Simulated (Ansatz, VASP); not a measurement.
# One calculation of InGa2N3, two programs

```
CELL_PARAMETERS angstrom
2.94347 1.69941 3.24222
-2.94347 1.69941 3.24222
0.00000 -3.39882 3.24222
ATOMIC_POSITIONS crystal
In 0.00000 0.00000 0.00000
Ga 0.26697 0.26697 0.26697
Ga 0.73303 0.73303 0.73303
N 0.00000 0.00000 0.50000
N 0.50000 0.00000 0.00000
N 0.00000 0.50000 0.00000
```

Alike in both runs: functional PBE; k mesh 12 × 12 × 12; occupations gaussian, width 0.1 eV; no spin polarisation.

Ansatz relaxed the structure, and its values are those at the end. VASP's run is a single point on that final structure, the one shown.

```csv
,VASP,Ansatz
version,VASP 6.6.1,Ansatz 0.2.0
potentials or method,"VASP PAW PBE potentials, release 64 (In_d, Ga_d, N), cutoff 520 eV","scalar-relativistic, plane waves, PAW"
valence electrons in the cell,54,54
```

|  | VASP | Ansatz | Ansatz less VASP |
| --- | --- | --- | --- |
| gap on the k mesh at the Fermi level (eV) | none | none | - |
| pressure (GPa) | 0.1 | 0.0 | -0.15 |
| rms of the force components (eV/Å) | 0.009 | 0.000 | -0.0090 |

A gap of «none» marks a metal or a gap that the smearing closes.
